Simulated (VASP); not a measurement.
Write the native input for VASP 6.6.1 that does the following.

- Task: single point
- Functional: r2SCAN
- Potentials or basis: VASP PAW PBE potentials, release 64 (Au)
- Cutoff: 520 eV
- k mesh: 18 × 18 × 18
- Occupations: gaussian, width 0.1 eV
- Spin: no spin polarisation
- Dipole correction: no
- Further INCAR settings: ALGO = Normal; EDIFF = 1e-06; NBANDS = 12

Au:

```
CELL_PARAMETERS angstrom
0.00000 2.06217 2.06217
2.06217 0.00000 2.06217
2.06217 2.06217 0.00000
ATOMIC_POSITIONS crystal
Au 0.00000 0.00000 0.00000
```

The input as run:

POSCAR

```
Au
1.0
    0.0000000000      2.0621656118      2.0621656118
    2.0621656118      0.0000000000      2.0621656118
    2.0621656118      2.0621656118      0.0000000000
Au
1
Direct
    0.0000000000      0.0000000000      0.0000000000
```

INCAR.step1

```
SYSTEM = Au
  PREC = Accurate
  ENCUT = 520
  ISMEAR = 0
  SIGMA = 0.1
  LREAL = .FALSE.
  LASPH = .TRUE.
  NELM = 80
  NBANDS = 12
  GGA = PE
  ALGO = Normal
  EDIFF = 1E-4
  LWAVE = .TRUE.
  LCHARG = .FALSE.
```

INCAR.step2

```
SYSTEM = Au
  PREC = Accurate
  ENCUT = 520
  EDIFF = 1E-6
  ISMEAR = 0
  SIGMA = 0.1
  LREAL = .FALSE.
  LASPH = .TRUE.
  NELM = 80
  ALGO = Normal
  ISIF = 2
  LWAVE = .FALSE.
  LCHARG = .FALSE.
  METAGGA = R2SCAN
  LMIXTAU = .TRUE.
  NBANDS = 12
  ISTART = 1
```

KPOINTS

```
Automatic mesh
0
G
  18 18 18
  0 0 0
```

Potentials or basis: VASP PAW PBE potentials, release 64 (Au).

The run is started by

```bash
$ cat potpaw_PBE.64/Au/POTCAR > POTCAR
$ cp INCAR.step1 INCAR
$ mpirun -np 1 vasp_std > vasp.out
$ cp INCAR.step2 INCAR
$ mpirun -np 1 vasp_std > vasp.out
```

It gave:

* Pressure: 0.3 GPa
* Band gap on the k mesh: zero (an odd number of electrons rules out a gap without spin polarisation)

Caveat: the PAW data sets were made with another functional, which shifts forces and pressure a little; spin-orbit coupling is left out, which moves the levels of the heavy elements.

Wall time 49 s on 1 thread of Intel(R) Xeon(R) 6975P-C (Granite Rapids), on a shared host, peak memory 0.17 GiB.
